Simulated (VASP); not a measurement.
Here is a VASP 6.6.1 calculation.

Contents of INCAR:

```
PREC = Accurate ; ENCUT = 600
EDIFF = 1E-8 ; ISMEAR = -1
SIGMA = 0.05 ; LREAL = F
LASPH = T ; NELM = 100
ALGO = Normal ; ISIF = 3
LWAVE = F ; LCHARG = F
GGA = CA ; NBANDS = 25
IBRION = 6 ; NFREE = 2
POTIM = 0.015 ; NSW = 1
```

The input KPOINTS:

```
Automatic mesh
0
Gamma
  7 7 4
```

POSCAR

```
CuO
1.0
    2.3418500000     -1.7113000000      0.0000000000
    2.3418500000      1.7113000000      0.0000000000
   -0.8500274268      0.0000000000      5.0578693947
Cu O
2 2
Direct
    0.5000000000      0.0000000000      0.5000000000
    0.0000000000      0.5000000000      0.0000000000
    0.4184000000      0.5816000000      0.7500000000
    0.5816000000      0.4184000000      0.2500000000
```

Potentials or basis: VASP PAW LDA potentials, release 64 (Cu, O).

Launch:

```bash
$ cat potpaw_LDA.64/Cu/POTCAR potpaw_LDA.64/O/POTCAR > POTCAR
$ mpirun -np 1 vasp_std > vasp.out
```

Question: What does it give for the Voigt bulk modulus?

Answer: 155 GPa.

Question: What does it give for the highest phonon frequency at Γ, LO-TO splitting left out?

Answer: 473 cm⁻¹.

Elastic tensor in Voigt notation (GPa, in the Cartesian axes of the cell as first typed):
```
248 133 153   0 -31   0
133  95  94   0 -31   0
153  94 293   0 -62   0
  0   0   0  18   0  -5
-31 -31 -62   0  45   0
  0   0   0  -5   0  57
```

Caveat: the cell is under stress, which shifts elastic constants.
